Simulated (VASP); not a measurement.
# AlHg (F-43m) in VASP: notebook, part 2 of 2

VASP 6.6.1. Earlier steps stand in the parts before.

### 3 Relaxation of cell and atoms, PBE

This run uses another cell than the first one, of 28.78 Å³/atom, 0.996 times its volume.

Contents of INCAR:

```
SYSTEM = AlHg
PREC = Accurate
ENCUT = 600
EDIFF = 1E-6
ISMEAR = 0
SIGMA = 0.1
LREAL = .False.
LASPH = .True.
NELM = 100
ALGO = Normal
ISIF = 3
LWAVE = .False.
LCHARG = .False.
GGA = PE
IBRION = 2
NSW = 100
EDIFFG = -0.01
```

Contents of KPOINTS:

```
Automatic mesh
0
Gamma
  16 16 16
  0 0 0
```

Contents of POSCAR:

```
AlHg
1.0
    0.0000000000      3.0644834676      3.0644834676
    3.0644834676      0.0000000000      3.0644834676
    3.0644834676      3.0644834676      0.0000000000
Al Hg
1 1
Direct
    0.0000000000      0.0000000000      0.0000000000
    0.2500000000      0.2500000000      0.2500000000
```

Potentials or basis: VASP PAW PBE potentials, release 64 (Al, Hg).

Launch:

```sh
cat potpaw_PBE.64/Al/POTCAR potpaw_PBE.64/Hg/POTCAR > POTCAR
mpirun -np 1 vasp_std > vasp.out
```

OUTCAR:

```text
SYSTEM = AlHg
   PREC = Accurate
   ENCUT = 600
   EDIFF = 1E-6
   ISMEAR = 0
   LREAL = .False.
   LASPH = .True.
   NELM = 100
   ISIF = 3
   GGA = PE
   IBRION = 2
   NSW = 100
   EDIFFG = -0.01

 ion  position               nearest neighbor table
   1  0.000  0.000  0.000-   2 2.65   2 2.65   2 2.65   2 2.65
   2  0.250  0.250  0.250-   1 2.65   1 2.65   1 2.65   1 2.65

  LATTYP: Found a face centered cubic cell.
 ALAT       =     6.1289669352

  Lattice vectors:

 A1 = (   0.0000000000,   3.0644834676,   3.0644834676)
 A2 = (   3.0644834676,   0.0000000000,   3.0644834676)
 A3 = (   3.0644834676,   3.0644834676,   0.0000000000)

Analysis of symmetry for initial positions (statically):
=====================================================================
 Subroutine PRICEL returns:
 Original cell was already a primitive cell.

 Routine SETGRP: Setting up the symmetry group for a
 face centered cubic supercell.

 Subroutine GETGRP returns: Found 24 space group operations
 (whereof 24 operations were pure point group operations)
 out of a pool of 48 trial point group operations.

The static configuration has the point symmetry T_d .

Analysis of symmetry for dynamics (positions and initial velocities):
=====================================================================
 Subroutine PRICEL returns:
 Original cell was already a primitive cell.

 Routine SETGRP: Setting up the symmetry group for a
 face centered cubic supercell.

 Subroutine GETGRP returns: Found 24 space group operations
 (whereof 24 operations were pure point group operations)
 out of a pool of 48 trial point group operations.

The dynamic configuration has the point symmetry T_d .

[... 173 lines left out ...]
    total drift:                               -0.000000     -0.000000     -0.000000

  FREE ENERGIE OF THE ION-ELECTRON SYSTEM (eV)
  ---------------------------------------------------
  free  energy   TOTEN  =        -3.0660108665 eV

  energy  without entropy=       -3.0600277575  energy(sigma->0) =       -3.06301931

--------------------------------------- Ionic step        2  -------------------------------------------

 number of electron      14.9999999 magnetization

 Free energy of the ion-electron system (eV)
  ---------------------------------------------------
  ext. energy  EPLUGINS =         0.00000000
  ---------------------------------------------------
  free energy    TOTEN  =        -3.06623130 eV

  energy without entropy =       -3.06021410  energy(sigma->0) =       -3.06322270

 E-fermi :   2.3207     XC(G=0):  -8.7687

 val. band max:        2.3103392726   @ k =   0.4375   0.2500   0.1250
 cond. band min:       2.3378148098   @ k =  -0.3125   0.3750   0.1875
 fundamental gap:      0.0274755371
 Fermi energy:         2.3207464414

 k-point     1 :       0.0000    0.0000    0.0000
  band No.  band energies     occupation
      1      -6.1343      2.00000
      2      -5.4228      2.00000
      3      -5.4228      2.00000
      4      -5.4228      2.00000
      5      -5.0755      2.00000
      6      -5.0755      2.00000
      7       6.1092      0.00000
      8       6.1092      0.00000
      9       6.1092      0.00000
     10       6.8736      0.00000
     11       7.2271      0.00000
[... 309 lines left out ...]
 k-point    24 :      -0.0625    0.0625    0.0000
  band No.  band energies     occupation
      1      -6.0450      2.00000
      2      -5.4117      2.00000
      3      -5.4080      2.00000
      4      -5.3937      2.00000
      5      -5.0812      2.00000
      6      -5.0717      2.00000
      7       4.6302      0.00000
      8       5.2287      0.00000
      9       5.9991      0.00000
     10       7.1388      0.00000
     11       7.3611      0.00000

 [... further k-points ...]

------------------------ aborting loop because EDIFF is reached ----------------------------------------

  FORCE on cell =-STRESS in cart. coord.  units (eV):
  Direction    XX          YY          ZZ          XY          YZ          ZX
  --------------------------------------------------------------------------------------
  -------------------------------------------------------------------------------------
  Total        0.0169208      0.0169208      0.0169208      0.0000000      0.0000000      0.0000000
  in kB        0.4686722      0.4686722      0.4686722      0.0000000      0.0000000      0.0000000
  external PRESSURE =       0.4686722 kB  Pullay stress =       0.0000000 kB

 VOLUME and BASIS-vectors are now :
 -----------------------------------------------------------------------------
  energy-cutoff  :      600.00
  volume of cell :       57.84
      direct lattice vectors                 reciprocal lattice vectors
     0.000000000  3.069568165  3.069568165    -0.162889362  0.162889362  0.162889362
     3.069568165 -0.000000000  3.069568165     0.162889362 -0.162889362  0.162889362
     3.069568165  3.069568165 -0.000000000     0.162889362  0.162889362 -0.162889362

 POSITION                                       TOTAL-FORCE (eV/Angst)
 -----------------------------------------------------------------------------------
      0.00000      0.00000      0.00000        -0.000000     -0.000000     -0.000000
      1.53478      1.53478      1.53478         0.000000      0.000000      0.000000
 -----------------------------------------------------------------------------------
    total drift:                               -0.000000     -0.000000     -0.000000

  FREE ENERGIE OF THE ION-ELECTRON SYSTEM (eV)
  ---------------------------------------------------
  free  energy   TOTEN  =        -3.0662313002 eV

  energy  without entropy=       -3.0602141041  energy(sigma->0) =       -3.06322270

 reached required accuracy - stopping structural energy minimisation
```

OSZICAR:

```text
N       E                     dE             d eps       ncg     rms          rms(c)
DAV:   1     0.862699817828E+02    0.86270E+02   -0.67565E+03  3198   0.123E+03
DAV:   2    -0.541831078111E+00   -0.86812E+02   -0.80565E+02  3310   0.265E+02
DAV:   3    -0.327939104971E+01   -0.27376E+01   -0.27057E+01  3741   0.510E+01
DAV:   4    -0.329709779200E+01   -0.17707E-01   -0.17701E-01  3631   0.401E+00
DAV:   5    -0.329739714638E+01   -0.29935E-03   -0.29935E-03  3738   0.553E-01    0.349E+00
DAV:   6    -0.307483573506E+01    0.22256E+00   -0.81130E-01  3577   0.122E+01    0.269E+00
DAV:   7    -0.306859368308E+01    0.62421E-02   -0.40509E-02  3354   0.181E+00    0.153E+00
DAV:   8    -0.306598876850E+01    0.26049E-02   -0.31453E-03  3594   0.710E-01    0.853E-02
DAV:   9    -0.306599654625E+01   -0.77778E-05   -0.42975E-04  3798   0.261E-01    0.432E-02
DAV:  10    -0.306601178577E+01   -0.15240E-04   -0.55927E-05  3490   0.902E-02    0.209E-02
DAV:  11    -0.306601086650E+01    0.91927E-06   -0.47785E-06  3678   0.205E-02
   1 F= -.30660109E+01 E0= -.30630193E+01  d E =-.306601E+01
       N       E                     dE             d eps       ncg     rms          rms(c)
DAV:   1    -0.307037868350E+01   -0.43669E-02   -0.78558E-02  3511   0.380E+00    0.498E-01
DAV:   2    -0.306647036124E+01    0.39083E-02   -0.12853E-02  3502   0.165E+00    0.141E-01
DAV:   3    -0.306629016782E+01    0.18019E-03   -0.54149E-04  3244   0.251E-01    0.121E-01
DAV:   4    -0.306623383015E+01    0.56338E-04   -0.89018E-05  3349   0.892E-02    0.909E-03
DAV:   5    -0.306623159891E+01    0.22312E-05   -0.84392E-06  3559   0.373E-02    0.522E-03
DAV:   6    -0.306623130024E+01    0.29867E-06   -0.89816E-07  1751   0.893E-03
   2 F= -.30662313E+01 E0= -.30632227E+01  d E =-.220434E-03
```

It took 47 s on 1 thread of Intel Xeon 6975P-C (Granite Rapids), shared host; peak memory 0.3 GiB.

Results:

```
Free energy                            : -3.0662 eV
Relaxed volume                         : 28.92 Å³/atom
Relaxed cell                           : a = 4.341 Å, b = 4.341 Å, c = 4.341 Å, α = 60.00°, β = 60.00°, γ = 60.00°
Space group after relaxing (to 0.05 Å) : F-43m (No. 216)
Energy gained by relaxing              : 0.1 meV/atom
Ionic steps                            : 2
Pressure after relaxing                : 0.0 GPa
```

Step by step:
| step | energy change (eV) | largest force (eV/Å) | pressure (GPa) | volume (Å³) |
| --- | --- | --- | --- | --- |
| 1 | 0.0000 | 0.0000 | 0.19 | 57.56 |
| 2 | -0.0002 | 0.0000 | 0.05 | 57.84 |

Final structure:
```xyz
2
Lattice="0.0000 3.0696 3.0696 3.0696 0.0000 3.0696 3.0696 3.0696 0.0000" Properties=species:S:1:pos:R:3 pbc="T T T"
Al    0.0000    0.0000    0.0000
Hg    1.5348    1.5348    1.5348
```

Caveat: spin-orbit coupling is left out, which moves the levels of the heavy elements.

### 4 Single point, PBE

This run uses another cell than the first one, of 23.89 Å³/atom, 0.827 times its volume.

Contents of INCAR:

```
SYSTEM = AlHg
PREC     = Accurate       ! precision mode
ENCUT    = 520            ! plane-wave cutoff, eV
EDIFF    = 1E-7           ! SCF threshold, eV
ISMEAR   = 0              ! smearing method
SIGMA    = 0.1            ! smearing width, eV
LREAL    = .False.        ! projectors in reciprocal space
LASPH    = .True.         ! aspherical terms in the spheres
NELM     = 100            ! most SCF steps
ALGO     = Normal         ! electronic algorithm
ISIF     = 2              ! what is computed and relaxed
LWAVE    = .False.        ! write WAVECAR
LCHARG   = .False.        ! write CHGCAR
GGA      = PE             ! functional
NBANDS   = 14             ! bands
```

Contents of KPOINTS:

```
Automatic mesh
0
Gamma
  6 6 6
  0 0 0
```

Contents of POSCAR:

```
AlHg
1.0
    0.0000000000      2.8800455700      2.8800455700
    2.8800455700      0.0000000000      2.8800455700
    2.8800455700      2.8800455700      0.0000000000
Al Hg
1 1
Direct
    0.0000000000      0.0000000000      0.0000000000
    0.7500000000      0.7500000000      0.7500000000
```

Potentials or basis: VASP PAW PBE potentials, release 64 (Al, Hg).

Launch:

```sh
cat potpaw_PBE.64/Al/POTCAR potpaw_PBE.64/Hg/POTCAR > POTCAR
mpirun -np 1 vasp_std > vasp.out
```

OUTCAR:

```text
SYSTEM = AlHg
   PREC = Accurate
   ENCUT = 520
   EDIFF = 1E-7
   ISMEAR = 0
   LREAL = .False.
   LASPH = .True.
   NELM = 100
   ISIF = 2
   GGA = PE

 ion  position               nearest neighbor table
   1  0.000  0.000  0.000-   2 2.49   2 2.49   2 2.49   2 2.49
   2  0.750  0.750  0.750-   1 2.49   1 2.49   1 2.49   1 2.49

  LATTYP: Found a face centered cubic cell.
 ALAT       =     5.7600911400

  Lattice vectors:

 A1 = (   0.0000000000,   2.8800455700,   2.8800455700)
 A2 = (   2.8800455700,   0.0000000000,   2.8800455700)
 A3 = (   2.8800455700,   2.8800455700,   0.0000000000)

Analysis of symmetry for initial positions (statically):
=====================================================================
 Subroutine PRICEL returns:
 Original cell was already a primitive cell.

 Routine SETGRP: Setting up the symmetry group for a
 face centered cubic supercell.

 Subroutine GETGRP returns: Found 24 space group operations
 (whereof 24 operations were pure point group operations)
 out of a pool of 48 trial point group operations.

The static configuration has the point symmetry T_d .

Analysis of symmetry for dynamics (positions and initial velocities):
=====================================================================
 Subroutine PRICEL returns:
 Original cell was already a primitive cell.

 Routine SETGRP: Setting up the symmetry group for a
 face centered cubic supercell.

 Subroutine GETGRP returns: Found 24 space group operations
 (whereof 24 operations were pure point group operations)
 out of a pool of 48 trial point group operations.

The dynamic configuration has the point symmetry T_d .

 Subroutine INISYM returns: Found 24 space group operations
 (whereof 24 operations are pure point group operations),
 and found     1 'primitive' translations

----------------------------------------------------------------------------------------

                                     Primitive cell

  volume of cell :      47.7780
[... 109 lines left out ...]
   LEPSILON=     F    determine dielectric tensor
   LRPA    =     F    only Hartree local field effects (RPA)
 non-spin polarized calculation
 Gauss-broadening in eV      SIGMA  =   0.10
  energy-cutoff  :      520.00
  volume of cell :       47.78
 maximum number of plane-waves:      1303
   NGX = 15   NGY = 15   NGZ = 15

 number of electron      15.0000000 magnetization

 Free energy of the ion-electron system (eV)
  ---------------------------------------------------
  ext. energy  EPLUGINS =         0.00000000
  ---------------------------------------------------
  free energy    TOTEN  =        -2.82202749 eV

  energy without entropy =       -2.81534108  energy(sigma->0) =       -2.81868428

 E-fermi :   3.8020     XC(G=0):  -9.5881

 val. band max:        3.6438571732   @ k =   0.5000   0.5000   0.0000
 cond. band min:       3.8272439224   @ k =  -0.3333   0.1667   0.0000
 fundamental gap:      0.1833867493
 Fermi energy:         3.8020483951

 k-point     1 :       0.0000    0.0000    0.0000
  band No.  band energies     occupation
      1      -5.8941      2.00000
      2      -4.7547      2.00000
      3      -4.7547      2.00000
      4      -4.7547      2.00000
      5      -4.2715      2.00000
      6      -4.2715      2.00000
      7       8.1870      0.00000
      8       8.1870      0.00000
      9       8.1870      0.00000
     10       9.1944      0.00000
     11       9.1944      0.00000
     12       9.1944      0.00000
     13      10.0193      0.00000
     14      11.9614      0.00000
[... 241 lines left out ...]
      1      -5.1185      2.00000
      2      -4.5767      2.00000
      3      -4.4962      2.00000
      4      -4.3285      2.00000
      5      -4.1859      2.00000
      6      -1.5641      2.00000
      7       0.0952      2.00000
      8       2.5850      2.00000
      9       2.9764      2.00000
     10       9.0457      0.00000
     11       9.7135      0.00000
     12      12.9080      0.00000
     13      13.0642      0.00000
     14      16.8253      0.00000

------------------------ aborting loop because EDIFF is reached ----------------------------------------

  FORCE on cell =-STRESS in cart. coord.  units (eV):
  Direction    XX          YY          ZZ          XY          YZ          ZX
  --------------------------------------------------------------------------------------
  -------------------------------------------------------------------------------------
  Total        3.1232767      3.1232767      3.1232767      0.0000000     -0.0000000     -0.0000000
  in kB      104.7352719    104.7352719    104.7352719      0.0000000     -0.0000000     -0.0000000
  external PRESSURE =     104.7352719 kB  Pullay stress =       0.0000000 kB

 VOLUME and BASIS-vectors are now :
 -----------------------------------------------------------------------------
  energy-cutoff  :      520.00
  volume of cell :       47.78
      direct lattice vectors                 reciprocal lattice vectors
     0.000000000  2.880045570  2.880045570    -0.173608364  0.173608364  0.173608364
     2.880045570  0.000000000  2.880045570     0.173608364 -0.173608364  0.173608364
     2.880045570  2.880045570  0.000000000     0.173608364  0.173608364 -0.173608364

 POSITION                                       TOTAL-FORCE (eV/Angst)
 -----------------------------------------------------------------------------------
      0.00000      0.00000      0.00000         0.000000      0.000000     -0.000000
      4.32007      4.32007      4.32007        -0.000000     -0.000000      0.000000
 -----------------------------------------------------------------------------------
    total drift:                                0.000000      0.000000      0.000000

  FREE ENERGIE OF THE ION-ELECTRON SYSTEM (eV)
  ---------------------------------------------------
  free  energy   TOTEN  =        -2.8220274907 eV

  energy  without entropy=       -2.8153410775  energy(sigma->0) =       -2.81868428
```

stdout:

```text
POSCAR found type information on POSCAR AlHg
 POSCAR found :  2 types and       2 ions
 scaLAPACK will be used
 LDA part: xc-table for (Slater+PW92), standard interpolation
 POSCAR, INCAR and KPOINTS ok, starting setup
 FFT: planning ... GRIDC
 FFT: planning ... GRID_SOFT
 FFT: planning ... GRID
 WAVECAR not read
 entering main loop
```

Run time: 5.4 s. Hardware: 1 thread of Intel Xeon 6975P-C (Granite Rapids), shared host; peak memory 0.16 GiB.

Results:

- Free energy: -2.8220 eV
- Pressure: 10.5 GPa

Caveat: spin-orbit coupling is left out, which moves the levels of the heavy elements.

### 5 Summary

```csv
task,cell,k mesh,cutoff (eV),gap on the mesh (eV),pressure (GPa)
single point,"a = 4.340 Å, angles 60.0°, 2 atoms",16 × 16 × 16,520,none,0.0
relaxation of cell and atoms,"relaxed from a = 4.334 Å, angles 60.0°, 2 atoms",16 × 16 × 16,600,none,0.0
single point,"a = 4.073 Å, angles 60.0°, 2 atoms",6 × 6 × 6,520,none,10.5
```

Alike in all rows: level PBE; potentials or basis VASP PAW PBE potentials, release 64 (Al, Hg); no spin polarisation; smearing gaussian 0.1 eV.

Caveats: spin-orbit coupling is left out, which moves the levels of the heavy elements.

Absolute energies hang on the potentials; compare differences alone.
